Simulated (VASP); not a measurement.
A run of VASP 6.6.1 is set up as follows.

File INCAR:

```
PREC = Accurate
ENCUT = 500
EDIFF = 1E-7
ISMEAR = 0
SIGMA = 0.1
LREAL = F
LASPH = T
NELM = 120
ALGO = Normal
ISIF = 3
LWAVE = F
LCHARG = F
GGA = PE
IBRION = 2
NSW = 90
EDIFFG = -0.04
GGA_COMPAT = F
NELMIN = 4
```

File KPOINTS:

```
Automatic mesh
0
Gamma
  6 6 6
```

The input POSCAR:

```
ZrB6
1.0
    5.5185235817      0.0000000000      0.0000000000
   -2.7592617908      4.7791816131      0.0000000000
    0.0000000000      0.0000000000      3.1414502459
Zr B
1 6
Direct
    0.0000000000      0.0000000000      0.0000000000
    0.2290159935      0.4580319869      0.0000000000
    0.5419680131      0.7709840065      0.0000000000
    0.2290159935      0.7709840065      0.0000000000
    0.7709840065      0.5419680131      0.0000000000
    0.4580319869      0.2290159935      0.0000000000
    0.7709840065      0.2290159935      0.0000000000
```

Potentials or basis: VASP PAW PBE potentials, release 64 (Zr_sv, B).

The run is started by

```console
$ cat potpaw_PBE.64/Zr_sv/POTCAR potpaw_PBE.64/B/POTCAR > POTCAR
$ mpirun -np 1 vasp_std > vasp.out
```

**Question.** Estimate the band gap on the k mesh.

**Answer.** Zero (band 15 reaches 5.51 eV, above the bottom of band 16 at 3.85 eV).

Stress tensor (GPa, compression positive):
```
 0.10  0.00  0.00
 0.00  0.10  0.00
 0.00  0.00 -0.18
```

Caveat: the relaxation stopped at its first step, so nothing moved.
